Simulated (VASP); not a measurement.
# Cu (I4/mmm) in VASP: notebook

Cu is run at these levels: LDA; tasks: single point.

All numbers are computed with VASP 6.6.1; they aren't measurements. Logs are shortened: lines on timing, memory, paths and dates and some standing lists are left out, and cuts for length are marked.

### 1 The cell of the first run

Symmetry: I4/mmm, No. 139, tetragonal system. The conventional cell has a = 2.712 Å, b = 2.712 Å, c = 2.749 Å, α = 90.00°, β = 90.00°, γ = 90.00°. Within 3.1 Å of Cu (site symmetry 4/mmm) lie 14 Cu at 2.36 to 2.75 Å.

This isn't the form of Cu at room conditions, which is fcc.

### 2 Single point, LDA

Contents of INCAR:

```
PREC = Accurate
ENCUT = 520
EDIFF = 1E-6
ISMEAR = 0
SIGMA = 0.15
LREAL = F
LASPH = T
NELM = 80
ALGO = Normal
ISIF = 2
LWAVE = F
LCHARG = F
NBANDS = 12
```

Contents of KPOINTS:

```
Automatic mesh
0
Gamma
  22 22 22
```

Contents of POSCAR:

```
Cu
1.0
   -1.3560500000      1.3560500000      1.3746000000
    1.3560500000     -1.3560500000      1.3746000000
    1.3560500000      1.3560500000     -1.3746000000
Cu
1
Direct
    0.0000000000      0.0000000000      0.0000000000
```

Potentials or basis: VASP PAW LDA potentials, release 64 (Cu).

On the command line:

```
$ cat potpaw_LDA.64/Cu/POTCAR > POTCAR
$ mpirun -np 1 vasp_std > vasp.out
```

OUTCAR:

```text
PREC = Accurate
   ENCUT = 520
   EDIFF = 1E-6
   ISMEAR = 0
   LREAL = F
   LASPH = T
   NELM = 80
   ISIF = 2

 ion  position               nearest neighbor table
   1  0.000  0.000  0.000-

  LATTYP: Found a body centered tetragonal cell.
 ALAT       =     2.7121000000
 C/A-ratio  =     1.0136794366

  Lattice vectors:

 A1 = (  -1.3560500000,   1.3560500000,   1.3746000000)
 A2 = (   1.3560500000,  -1.3560500000,   1.3746000000)
 A3 = (   1.3560500000,   1.3560500000,  -1.3746000000)

Analysis of symmetry for initial positions (statically):
=====================================================================
 Subroutine PRICEL returns:
 Original cell was already a primitive cell.

 Routine SETGRP: Setting up the symmetry group for a
 body centered tetragonal supercell.

 Subroutine GETGRP returns: Found 16 space group operations
 (whereof 16 operations were pure point group operations)
 out of a pool of 16 trial point group operations.

The static configuration has the point symmetry D_4h.

Analysis of symmetry for dynamics (positions and initial velocities):
=====================================================================
 Subroutine PRICEL returns:
 Original cell was already a primitive cell.

 Routine SETGRP: Setting up the symmetry group for a
 body centered tetragonal supercell.

 Subroutine GETGRP returns: Found 16 space group operations
 (whereof 16 operations were pure point group operations)
 out of a pool of 16 trial point group operations.

The dynamic configuration has the point symmetry D_4h.

 Subroutine INISYM returns: Found 16 space group operations
 (whereof 16 operations are pure point group operations),
 and found     1 'primitive' translations

----------------------------------------------------------------------------------------

                                     Primitive cell

  volume of cell :      10.1109

  direct lattice vectors                    reciprocal lattice vectors
    -1.356050000  1.356050000  1.374600000     0.000000000  0.368717968  0.363742180
     1.356050000 -1.356050000  1.374600000     0.368717968  0.000000000  0.363742180
     1.356050000  1.356050000 -1.374600000     0.368717968  0.368717968  0.000000000

  length of vectors
     2.359505958  2.359505958  2.359505958     0.517939488  0.517939488  0.521445951

  position of ions in fractional coordinates (direct lattice)
     0.000000000  0.000000000  0.000000000

  ion indices of the primitive-cell ions
   primitive index   ion index
                 1           1

[... 75 lines left out ...]
   IBRION =     -1    ionic relax: 0-MD 1-quasi-New 2-CG
   NFREE  =      0    steps in history (QN), initial steepest desc. (CG)
   ISIF   =      2    stress and relaxation
   ISYM   =      2    0-nonsym 1-usesym 2-fastsym
   POTIM  = 0.5000    time-step for ionic-motion
   TEBEG  =    0.0;   TEEND  =   0.0 temperature during run
   PSTRESS=    0.0 pullay stress
   NELECT =      11.0000    total number of electrons
   NUPDOWN=      -1.0000    fix difference up-down
   EMIN   =  10.00;   EMAX   =-10.00  energy-range for DOS
   EFERMI =   0.00;   METHOD = LEGACY
   ISMEAR =     0;   SIGMA  =   0.15  broadening in eV -4-tet -1-fermi 0-gaus
   EFERMI_NEDOS =   21; number of points for ismear=-14 and -15
   IALGO  =     38    algorithm
   IMIX   =      4    mixing-type and parameters
     AMIX     =   0.40;   BMIX     =  1.00
     AMIX_MAG =   1.60;   BMIX_MAG =  1.00
  volume/ion in A,a.u.               =      10.11        68.23
  Fermi-wavevector in a.u.,A,eV,Ry     =   1.683746  3.181818 38.572508  2.834999
  Thomas-Fermi vector in A             =   2.766892
   LORBIT       =      0    0 simple, 1 ext, 2 COOP (PROOUT), +10 PAW based schemes
   GGA     = CA    functional components
   LHFCALC =     F    Hartree Fock is set to
   AEXX    =    0.0000 exact exchange contribution
   IVDW    =     0    specifies the selected vdW correction
   LEPSILON=     F    determine dielectric tensor
   LRPA    =     F    only Hartree local field effects (RPA)
 non-spin polarized calculation
 Gauss-broadening in eV      SIGMA  =   0.15
  energy-cutoff  :      520.00
  volume of cell :       10.11
 maximum number of plane-waves:       283
 NGX is ok and might be reduce to    18
   NGX =  9   NGY =  9   NGZ =  9

 number of electron      10.9999987 magnetization

 Free energy of the ion-electron system (eV)
  ---------------------------------------------------
  ext. energy  EPLUGINS =         0.00000000
  ---------------------------------------------------
  free energy    TOTEN  =        -4.62204066 eV

  energy without entropy =       -4.61807755  energy(sigma->0) =       -4.62005910

 E-fermi :   9.4897     XC(G=0): -14.0387

 val. band max:        9.4824481011   @ k =  -0.2727  -0.3182   0.1818
 cond. band min:       9.5194285033   @ k =   0.3182   0.1364   0.0455
 fundamental gap:      0.0369804022
 Fermi energy:         9.4896662310

 k-point     1 :       0.0000    0.0000    0.0000
  band No.  band energies     occupation
      1      -1.1338      2.00000
      2       5.7382      2.00000
      3       5.7382      2.00000
      4       5.8036      2.00000
      5       7.0184      2.00000
      6       7.0877      2.00000
      7      35.8587      0.00000
      8      36.1781      0.00000
      9      36.1781      0.00000
     10      40.8330      0.00000
     11      41.1117      0.00000
     12      41.2777      0.00000
[... 331 lines left out ...]
 k-point    24 :      -0.4545    0.0455   -0.0000
  band No.  band energies     occupation
      1       3.3819      2.00000
      2       4.9238      2.00000
      3       6.8640      2.00000
      4       7.0628      2.00000
      5       7.4620      2.00000
      6       8.2970      2.00000
      7      15.9132      0.00000
      8      27.9521      0.00000
      9      29.0696      0.00000
     10      33.6265      0.00000
     11      37.2009      0.00000
     12      44.6222      0.00000

 [... further k-points ...]
[... 5 lines left out ...]
  --------------------------------------------------------------------------------------
  -------------------------------------------------------------------------------------
  Total        1.1578386      1.1578386      1.1698041      0.0000000     -0.0000000      0.0000000
  in kB      183.4724574    183.4724574    185.3685188      0.0000000     -0.0000000      0.0000000
  external PRESSURE =     184.1044779 kB  Pullay stress =       0.0000000 kB

 VOLUME and BASIS-vectors are now :
 -----------------------------------------------------------------------------
  energy-cutoff  :      520.00
  volume of cell :       10.11
      direct lattice vectors                 reciprocal lattice vectors
    -1.356050000  1.356050000  1.374600000     0.000000000  0.368717968  0.363742180
     1.356050000 -1.356050000  1.374600000     0.368717968  0.000000000  0.363742180
     1.356050000  1.356050000 -1.374600000     0.368717968  0.368717968  0.000000000

 POSITION                                       TOTAL-FORCE (eV/Angst)
 -----------------------------------------------------------------------------------
      0.00000      0.00000      0.00000        -0.000000      0.000000     -0.000000
 -----------------------------------------------------------------------------------
    total drift:                                0.000000      0.000000      0.000000

  FREE ENERGIE OF THE ION-ELECTRON SYSTEM (eV)
  ---------------------------------------------------
  free  energy   TOTEN  =        -4.6220406577 eV

  energy  without entropy=       -4.6180775494  energy(sigma->0) =       -4.62005910
```

OSZICAR:

```text
N       E                     dE             d eps       ncg     rms          rms(c)
DAV:   1     0.401888894075E+02    0.40189E+02   -0.53744E+03 23044   0.163E+03
DAV:   2    -0.439998218416E+01   -0.44589E+02   -0.41269E+02 20668   0.210E+02
DAV:   3    -0.563784538284E+01   -0.12379E+01   -0.12315E+01 23132   0.392E+01
DAV:   4    -0.564510615624E+01   -0.72608E-02   -0.72598E-02 22296   0.265E+00
DAV:   5    -0.564517165815E+01   -0.65502E-04   -0.65502E-04 23340   0.253E-01    0.795E+00
DAV:   6    -0.491230520330E+01    0.73287E+00   -0.12559E+01 23224   0.726E+01    0.306E+00
DAV:   7    -0.464456072259E+01    0.26774E+00   -0.17087E+00 23532   0.266E+01    0.779E-01
DAV:   8    -0.462263932763E+01    0.21921E-01   -0.14171E-02 27416   0.126E+00    0.161E-01
DAV:   9    -0.462202644302E+01    0.61288E-03   -0.20157E-03 27696   0.757E-01    0.136E-02
DAV:  10    -0.462203979994E+01   -0.13357E-04   -0.18549E-05 21228   0.539E-02    0.383E-03
DAV:  11    -0.462204065769E+01   -0.85776E-06   -0.29369E-07 16280   0.108E-02
   1 F= -.46220407E+01 E0= -.46200591E+01  d E =-.396311E-02
```

stdout:

```text
POSCAR found type information on POSCAR Cu
 POSCAR found :  1 types and       1 ions
 scaLAPACK will be used
 LDA part: xc-table for (Slater(with rela. corr.)+CA(PZ))
 , standard interpolation
 POSCAR, INCAR and KPOINTS ok, starting setup
 FFT: planning ... GRIDC
 FFT: planning ... GRID_SOFT
 FFT: planning ... GRID
 WAVECAR not read
 entering main loop
```

Run time: 57 s. Hardware: 1 thread of Intel Xeon Platinum 8275CL at 3.00GHz (Skylake/Cascade Lake), shared host; peak memory 0.2 GiB.

Results:

| Quantity | Value |
| --- | --- |
| Free energy | -4.6220 eV |
| Pressure | 18.4 GPa |
| Band gap on the k mesh | zero (an odd number of electrons rules out a gap without spin polarisation) |

Caveat: the cell stands under pressure.

### 3 Single point, LDA

Contents of INCAR:

```
SYSTEM = Cu
ALGO = Normal
EDIFF = 1E-6
ENCUT = 520
ISIF = 2
ISMEAR = 0
LASPH = .TRUE.
LCHARG = .TRUE.
LELF = .TRUE.
LREAL = .FALSE.
LVHAR = .TRUE.
LWAVE = .FALSE.
NBANDS = 12
NELM = 80
PREC = Accurate
SIGMA = 0.15
```

Contents of KPOINTS:

```
k-points
0
G
  22 22 22
  0 0 0
```

Contents of POSCAR:

```
Cu
1.0
   -1.3738500000      1.3738500000      1.3410790181
    1.3738500000     -1.3738500000      1.3410790181
    1.3738500000      1.3738500000     -1.3410790181
Cu
1
Direct
    0.0000000000      0.0000000000      0.0000000000
```

Potentials or basis: VASP PAW LDA potentials, release 64 (Cu).

On the command line:

```
$ cat potpaw_LDA.64/Cu/POTCAR > POTCAR
$ mpirun -np 1 vasp_std > vasp.out
```

Run time: 58 s. Hardware: 1 thread of Intel Xeon Platinum 8275CL at 3.00GHz (Skylake/Cascade Lake), shared host; peak memory 0.2 GiB.

It converged, with:

- Free energy: -4.6237 eV
- Pressure: 18.0 GPa
- Band gap on the k mesh: zero (an odd number of electrons rules out a gap without spin polarisation)

Stress tensor (GPa, compression positive):
```
18.12  0.00  0.00
 0.00 18.12  0.00
 0.00  0.00 17.89
```

Levels at points of the mesh, in eV from the Fermi level:
```csv
k point,band 3,band 4,band 5,band 6,band 7,band 8,band 9,band 10
"(0.00, 0.00, 0.00)",-3.68,-3.68,-2.50,-2.37,26.35,26.35,26.98,31.20
"(0.50, 0.00, 0.00)",-2.46,-2.25,-1.50,-0.94,5.30,18.54,19.13,23.14
"(0.50, 0.50, 0.00)",-2.57,-2.32,-1.52,-1.15,5.01,19.19,19.93,23.76
"(0.50, 0.50, 0.50)",-1.73,-1.73,-1.70,8.50,8.50,9.51,14.64,15.11
```

Caveat: the cell stands under pressure.

The gap in the log of VASP goes by the Fermi energy; the results here count the filled bands.